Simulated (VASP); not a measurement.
A run of VASP 6.6.1 is set up as follows.

The input INCAR:

```
PREC     = Accurate       # precision mode
ENCUT    = 520            # plane-wave cutoff, eV
EDIFF    = 1E-6           # SCF threshold, eV
ISMEAR   = 0              # smearing method
SIGMA    = 0.05           # smearing width, eV
LREAL    = False          # projectors in reciprocal space
LASPH    = True           # aspherical terms in the spheres
NELM     = 80             # most SCF steps
ALGO     = Normal         # electronic algorithm
ISIF     = 2              # what is computed and relaxed
LWAVE    = False          # write WAVECAR
LCHARG   = False          # write CHGCAR
GGA      = PE             # functional
IVDW     = 12             # dispersion correction
NBANDS   = 31             # bands
```

Contents of KPOINTS:

```
Automatic mesh
0
Gamma
  7 11 3
```

Contents of POSCAR:

```
C
1.0
    0.0000000000      1.4231666446     -3.3613878322
   -2.4649969361      0.0000000000      0.0000000000
    2.2595805248      9.5673098282      1.8438450072
C
10
Direct
    0.1905625089      0.4194287160      0.8939222356
    0.7379175689      0.6630081624      0.0687361772
    0.8510788039      0.3521133008      0.2750326918
   -0.0357599611      1.0412184392      0.4813292064
    0.0774012739      0.7303235776      0.6876257210
    0.7752436662      0.2260969760      0.1375603374
   -0.1115950988      0.9152021144      0.3438568521
    0.0015661362      0.6043072528      0.5501533667
    0.1147273712      1.2934123912      0.7564498813
    0.2278886062      0.9825175296      0.9627463959
```

Potentials or basis: VASP PAW PBE potentials, release 64 (C).

Command:

```sh
$ cat potpaw_PBE.64/C/POTCAR > POTCAR
$ mpirun -np 1 vasp_std > vasp.out
```

Task: Estimate the band gap on the k mesh.

Result: Zero (bands 20 and 21 overlap by 1.13 eV).

Task: What does it give for the pressure?

Result: 3.5 GPa.

Forces in eV/Å, atoms in the order of the input:
```
C   -0.208  0.117  0.906
C   -1.431  0.584  1.136
C   -0.208  0.870  0.298
C   -0.009  0.142  0.020
C   -0.017  0.220 -0.035
C    0.208 -0.117 -0.906
C    0.017 -0.220  0.035
C    0.009 -0.142 -0.020
C    0.208 -0.870 -0.298
C    1.431 -0.584 -1.136
```

Caveat: the cell stands under pressure; forces of over 1 eV/Å act on the atoms, so gaps and moduli don't describe the material at rest.
